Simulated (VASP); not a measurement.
## Sb: single point with PBE

The system is Sb, a slab with vacuum.

```
Sb
1.0
     4.30120    0.00000    0.00000
    -2.15060    3.72495    0.00000
     0.00000    0.00000   25.99249
Sb
6
Direct
  0.33333 0.66667 0.32702
  0.66667 0.33333 0.38490
  0.00000 0.00000 0.47106
  0.33333 0.66667 0.53065
  0.66667 0.33333 0.62201
  0.00000 0.00000 0.68185
```

| Item | Value |
| --- | --- |
| Program | VASP 6.6.1 |
| Task | single point |
| Functional | PBE |
| Potentials or basis | VASP PAW PBE potentials, release 64 (Sb) |
| Cutoff | 520 eV |
| k mesh | 9 × 9 × 1 |
| Occupations | gaussian, width 0.1 eV |
| Spin | no spin polarisation |
| Dipole correction | yes |
| Further INCAR settings | ALGO = Normal; EDIFF = 1e-06; NBANDS = 24 |

- Largest force: 0.407 eV/Å

Forces in eV/Å, atoms in the order of the input:
```
Sb   0.000  0.000 -0.407
Sb   0.000  0.000  0.230
Sb   0.000  0.000  0.130
Sb   0.000  0.000  0.030
Sb   0.000  0.000 -0.024
Sb   0.000  0.000  0.041
```

Levels at points of the mesh, in eV from the Fermi level:
```tsv
k point	band 13	band 14	band 15	band 16	band 17	band 18
(0.00, 0.00, 0.00)	-1.12	-0.77	-0.18	-0.06	0.77	0.77
```

Run time: 2.4 min on 1 thread of Intel(R) Xeon(R) Platinum 8375C CPU @ 2.90GHz (Ice Lake), on a shared host, peak memory 0.49 GiB.

Caveat: spin-orbit coupling is left out, which moves the levels of the heavy elements.
